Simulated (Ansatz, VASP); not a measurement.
# TaN: VASP beside Ansatz

INCAR

```
SYSTEM = TaN
ALGO = Normal
EDIFF = 1E-6
ENCUT = 520
GGA = PE
ISIF = 2
ISMEAR = -1
LASPH = .True.
LCHARG = .True.
LELF = .True.
LREAL = .False.
LVHAR = .True.
LWAVE = .False.
NBANDS = 24
NELM = 80
PREC = Accurate
SIGMA = 0.01
```

File KPOINTS:

```
k-points
0
Gamma
  9 9 5
  0 0 0
```

Contents of POSCAR:

```
TaN
1.0
    3.0500010905      0.0457500164      0.0457500164
   -1.4853798689      2.6185034178      0.0167456682
    0.0741000000      0.0741000000      4.9400000000
Ta N
2 2
Direct
    0.3333333333      0.6666666667      0.0000000000
    0.6666666667      0.3333333333      0.5000000000
    0.3333333333      0.6666666667      0.3850000000
    0.6666666667      0.3333333333      0.8850000000
```

Input for Ansatz:

```yaml
crystal:
  lattice:
    - [3.0500010905, 0.0457500164, 0.0457500164]
    - [-1.4853798689, 2.6185034178, 0.0167456682]
    - [0.0741, 0.0741, 4.94]
  atoms:
    - { symbol: Ta, position: [0.3333333333, 0.6666666667, 0.0] }
    - { symbol: Ta, position: [0.6666666667, 0.3333333333, 0.5] }
    - { symbol: "N", position: [0.3333333333, 0.6666666667, 0.385] }
    - { symbol: "N", position: [0.6666666667, 0.3333333333, 0.885] }
kpoints:
  mp_grid: { grid: [9, 9, 5] }
  band_path:
    path:
      - [0.0, 0.0, 0.0]
      - [0.0, -0.5, 0.0]
      - [0.0, 0.0, 0.5]
      - [0.0, 0.0, 0.0]
      - [-0.5, 0.0, 0.0]
      - [-0.5, 0.5, -0.5]
      - [0.0, 0.0, 0.0]
      - [-0.5, 0.0, -0.5]
      - [-0.5, 0.5, 0.0]
    npoints: 5
scf:
  occupations: { method: fermi_dirac, width: 0.01 }
hamiltonian:
  xc: pbe
  pseudopotentials: { kind: all_electron, lapw: { basis_error: 0.001 } }
output:
  forces: true
  stress: true
  eigenvalues: true
```

Change from the starting cell: equal xy, yz and zx shear strains of +3 %.

Alike in both runs: task single point; functional PBE; k mesh 9 × 9 × 5; occupations fermi-dirac, width 0.01 eV; no spin polarisation.

|  | VASP | Ansatz |
| --- | --- | --- |
| version | VASP 6.6.1 | Ansatz 0.2.0 |
| potentials or method | VASP PAW PBE potentials, release 64 (Ta_pv, N), cutoff 520 eV | all-electron LAPW, scalar-relativistic |

|  | VASP | Ansatz | Ansatz less VASP |
| --- | --- | --- | --- |
| pressure (GPa) | 141.1 | 135.7 | -5.43 |
| traceless stress, the component that is largest in VASP (GPa) | -17.42 | -16.75 | +0.673 |
| rms of the force components (eV/Å) | 1.583 | 1.538 | -0.0449 |

Atom by atom the forces differ by 0.048 eV/Å (rms over components). Both programs put the cell under a high pressure, so it lies far from rest at this level. Ansatz ran all-electron here, and VASP with PAW potentials.

Spin-orbit coupling is off throughout. Noted on VASP's run: the cell as given lies far from equilibrium.
